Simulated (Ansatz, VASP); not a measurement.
## HgTe: VASP beside Ansatz

File POSCAR:

```
HgTe
1.0
    3.7903382949      0.0000000000      0.0000000000
    0.0000000000      3.7903382949      0.0000000000
    0.0000000000      0.0000000000      3.7903382949
Hg Te
1 1
Direct
    0.0000000000      0.0000000000      0.0000000000
    0.5000000000      0.5000000000      0.5000000000
```

The input INCAR.step1:

```
  ALGO = Normal
  EDIFF = 1E-5
  ENCUT = 520
  GGA = PE
  ISIF = 2
  ISMEAR = -1
  LASPH = True
  LREAL = False
  LWAVE = True
  NBANDS = 16
  NELM = 80
  PREC = Accurate
  SIGMA = 0.02
```

File INCAR.step2:

```
  AEXX = 0.5
  ALGO = Normal
  EDIFF = 1E-6
  ENCUT = 520
  GGA = PE
  HFSCREEN = 0.5
  ISIF = 2
  ISMEAR = -1
  ISTART = 1
  LASPH = True
  LCHARG = True
  LELF = True
  LHFCALC = True
  LREAL = False
  LVHAR = True
  LWAVE = False
  NBANDS = 16
  NELM = 80
  PREC = Accurate
  PRECFOCK = Normal
  SIGMA = 0.02
```

Contents of KPOINTS:

```
k-points
0
Gamma
  4 4 4
```

Input for Ansatz:

```yaml
crystal:
  lattice:
    - [3.7903382949, 0.0, 0.0]
    - [0.0, 3.7903382949, 0.0]
    - [0.0, 0.0, 3.7903382949]
  atoms:
    - { symbol: Hg, position: [0.0, 0.0, 0.0] }
    - { symbol: Te, position: [0.5, 0.5, 0.5] }
kpoints:
  mp_grid: { grid: [4, 4, 4] }
hamiltonian:
  xc: { exchange: pbe, correlation: pbe, exx: { coeff: 0.5, omega: 0.5 } }
scf:
  occupations: { method: fermi_dirac, width: 0.02 }
  n_extra_bands: 4
output:
  forces: true
  stress: true
  eigenvalues: true
```

Alike in both runs: task single point; functional PBE-based screened hybrid; k mesh 4 × 4 × 4; occupations fermi-dirac, width 0.02 eV; no spin polarisation.

|  | VASP | Ansatz |
| --- | --- | --- |
| version | VASP 6.6.1 | Ansatz 0.2.0 |
| potentials or method | VASP PAW PBE potentials, release 64 (Hg, Te) | plane waves |
| plane-wave cutoff (eV) | 520 | 420 |
| valence electrons in the cell | 18 | 36 |

VASP gave:

- pressure (GPa): -1.0

Problem. What did Ansatz give for the same quantities?

Solution. Pressure (GPa): -0.7.

VASP's potentials were made for PBE, not for PBE-based screened hybrid. VASP's potentials hold 18 valence electrons a cell and Ansatz's 36, so a difference there can come from the potentials and not from the codes. Ansatz's warnings: filled band counts differ across k points, stress exchange threshold loose, stress scf threshold loose.

The k mesh is coarse, so the values compare programs but aren't converged. Spin-orbit coupling is off throughout.
